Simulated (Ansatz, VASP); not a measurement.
## Two plane-wave programs on VAgCl3

File INCAR:

```
ALGO = Normal
EDIFF = 1E-7
ENCUT = 520
GGA = PE
ISIF = 2
ISMEAR = 0
ISPIN = 2
LASPH = T
LCHARG = F
LMAXMIX = 4
LORBIT = 11
LREAL = F
LWAVE = F
MAGMOM = 2 2 0 0 0 0 0 0 0 0
NBANDS = 60
NELM = 150
PREC = Accurate
SIGMA = 0.1
```

File KPOINTS:

```
k-points
0
Gamma
  3 3 4
```

File POSCAR:

```
VAgCl3
1.0
    6.7133868021      0.0000000000      0.0000000000
   -3.3566934010      5.8139635160      0.0000000000
    0.0000000000      0.0000000000      5.7355933424
V Ag Cl
2 2 6
Direct
    0.3333333333      0.6666666667      0.7500000000
    0.6666666667      0.3333333333      0.2500000000
    0.0000000000      0.0000000000      0.5000000000
    0.0000000000      0.0000000000      0.0000000000
    0.1460000000      0.2919999999      0.2500000000
    0.8540000000      0.1460000000      0.7500000000
    0.8540000000      0.7080000001      0.7500000000
    0.1460000000      0.8540000000      0.2500000000
    0.7080000001      0.8540000000      0.2500000000
    0.2919999999      0.1460000000      0.7500000000
```

Input for Ansatz:

```yaml
crystal:
  lattice:
    - [6.7133868021, 0.0, 0.0]
    - [-3.356693401, 5.813963516, 0.0]
    - [0.0, 0.0, 5.7355933424]
  atoms:
    - { symbol: V, position: [0.3333333333, 0.6666666667, 0.75], spin: 2.0 }
    - { symbol: V, position: [0.6666666667, 0.3333333333, 0.25], spin: 2.0 }
    - { symbol: Ag, position: [0.0, 0.0, 0.5] }
    - { symbol: Ag, position: [0.0, 0.0, 0.0] }
    - { symbol: Cl, position: [0.146, 0.2919999999, 0.25] }
    - { symbol: Cl, position: [0.854, 0.146, 0.75] }
    - { symbol: Cl, position: [0.854, 0.7080000001, 0.75] }
    - { symbol: Cl, position: [0.146, 0.854, 0.25] }
    - { symbol: Cl, position: [0.7080000001, 0.854, 0.25] }
    - { symbol: Cl, position: [0.2919999999, 0.146, 0.75] }
basis:
  ecutwfc: 420
kpoints:
  mp_grid: { grid: [3, 3, 4] }
hamiltonian:
  xc: pbe
scf:
  occupations: { method: gaussian, width: 0.1 }
  lower_state_search: "off"
output:
  forces: true
  stress: true
  eigenvalues: true
  populations: true
magnetization:
  spin_polarized: true
```

Alike in both runs: task single point; functional PBE; k mesh 3 × 3 × 4; occupations gaussian, width 0.1 eV; collinear spin.

|  | VASP | Ansatz |
| --- | --- | --- |
| version | VASP 6.6.1 | Ansatz 0.2.0 |
| potentials or method | VASP PAW PBE potentials, release 64 (V_sv, Ag, Cl), cutoff 520 eV | scalar-relativistic, plane waves, PAW |
| valence electrons in the cell | 90 | 106 |

```tsv
	VASP	Ansatz	Ansatz less VASP
gap on the k mesh at the Fermi level (eV)	none	none	-
pressure (GPa)	25.7	26.0	+0.29
traceless stress, the component that is largest in VASP (GPa)	7.40	7.47	+0.075
rms of the force components (eV/Å)	3.376	3.400	+0.0241
net moment per atom (μB)	0.68	0.68	-0.001
size of the moment on the site where the two differ most (μB)	3.15	3.38	+0.224
```

Site moments also hang on the region over which each program counts them. Atom by atom the forces differ by 0.024 eV/Å (rms over components). A gap of «none» marks a metal or a gap that the smearing closes. VASP's potentials hold 90 valence electrons a cell and Ansatz's 106, so a difference there can come from the potentials and not from the codes.

The k mesh is coarse, so the values compare programs but aren't converged.
